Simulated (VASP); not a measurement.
**Rh: single point with PBEsol**

The system is Rh.

```
CELL_PARAMETERS angstrom
0.00000 1.98450 1.89000
1.89000 0.00000 1.89000
1.89000 1.98450 0.00000
ATOMIC_POSITIONS crystal
Rh 0.00000 0.00000 0.00000
```

This cell differs from its parent crystal: strain +0.0500 x Voigt [0, 1, 0, 0, 0, 0].

| Quantity | Value |
| --- | --- |
| Program | VASP 6.6.1 |
| Task | single point |
| Functional | PBEsol |
| Potentials or basis | VASP PAW PBE potentials, release 64 (Rh_pv) |
| Cutoff | 520 eV |
| k mesh | 28 × 28 × 28 |
| Occupations | gaussian, width 0.15 eV |
| Spin | no spin polarisation |

```
Pressure               : -12.4 GPa
Band gap on the k mesh : zero (an odd number of electrons rules out a gap without spin polarisation)
```

Stress tensor (GPa, compression positive):
```
 -8.60   0.00   0.00
  0.00 -19.97   0.00
  0.00   0.00  -8.60
```

Levels at points of the mesh, in eV from the Fermi level:
```tsv
k point	band 3	band 4	band 5	band 6	band 7	band 8	band 9	band 10	band 11	band 12
(0.00, 0.00, 0.00)	-46.26	-7.82	-3.28	-2.76	-2.76	-1.26	-0.63	16.00	20.32	20.47
(0.50, 0.00, 0.00)	-46.33	-5.91	-3.26	-2.75	0.43	0.67	0.70	8.30	15.39	20.47
(0.50, 0.50, 0.00)	-46.51	-6.06	-5.69	0.50	0.72	1.18	3.49	12.30	12.55	13.02
(0.50, 0.00, 0.50)	-46.47	-6.05	-5.68	0.57	0.91	0.91	2.49	10.96	13.66	13.66
```

It took 100 s on 1 thread of AMD EPYC 9R45 96-Core Processor (Zen 5) (shared host), peak memory 0.35 GiB.

Caveat: the cell differs from its parent crystal (strain +0.0500 x Voigt [0, 1, 0, 0, 0, 0]); the stress differs along the axes, from -20 to -9 GPa; the PAW data sets were made with another functional, which shifts forces and pressure a little.
